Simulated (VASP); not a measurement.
A run of VASP 6.6.1 is set up as follows.

POSCAR

```
KZr2
1.0
    0.0000000000      3.5791200000      3.5791200000
    3.5791200000      0.0000000000      3.5791200000
    3.5791200000      3.5791200000      0.0000000000
K Zr
1 2
Direct
    0.0000000000      0.0000000000      0.0000000000
    0.2500000000      0.2500000000      0.2500000000
    0.7500000000      0.7500000000      0.7500000000
```

File INCAR.step1:

```
SYSTEM = KZr2
  ALGO = Normal
  EDIFF = 1E-4
  ENCUT = 520
  GGA = PE
  ISMEAR = -1
  LASPH = .TRUE.
  LCHARG = .FALSE.
  LREAL = .FALSE.
  LWAVE = .TRUE.
  NBANDS = 24
  NELM = 100
  PREC = Accurate
  SIGMA = 0.05
```

The input INCAR.step2:

```
SYSTEM = KZr2
  ALGO = Normal
  EDIFF = 1E-6
  ENCUT = 520
  ISIF = 2
  ISMEAR = -1
  ISTART = 1
  LASPH = .TRUE.
  LCHARG = .TRUE.
  LELF = .TRUE.
  LMIXTAU = .TRUE.
  LREAL = .FALSE.
  LVHAR = .TRUE.
  LWAVE = .FALSE.
  METAGGA = R2SCAN
  NBANDS = 24
  NELM = 100
  PREC = Accurate
  SIGMA = 0.05
```

The input KPOINTS:

```
k-points
0
G
  7 7 7
  0 0 0
```

Potentials or basis: VASP PAW PBE potentials, release 64 (K_sv, Zr_sv).

Run with:

```sh
$ cat potpaw_PBE.64/K_sv/POTCAR potpaw_PBE.64/Zr_sv/POTCAR > POTCAR
$ cp INCAR.step1 INCAR
$ mpirun -np 1 vasp_std > vasp.out
$ cp INCAR.step2 INCAR
$ mpirun -np 1 vasp_std > vasp.out
```

What does it give for the pressure?

-0.3 GPa.

Caveat: the PAW data sets were made with another functional, which shifts forces and pressure a little.
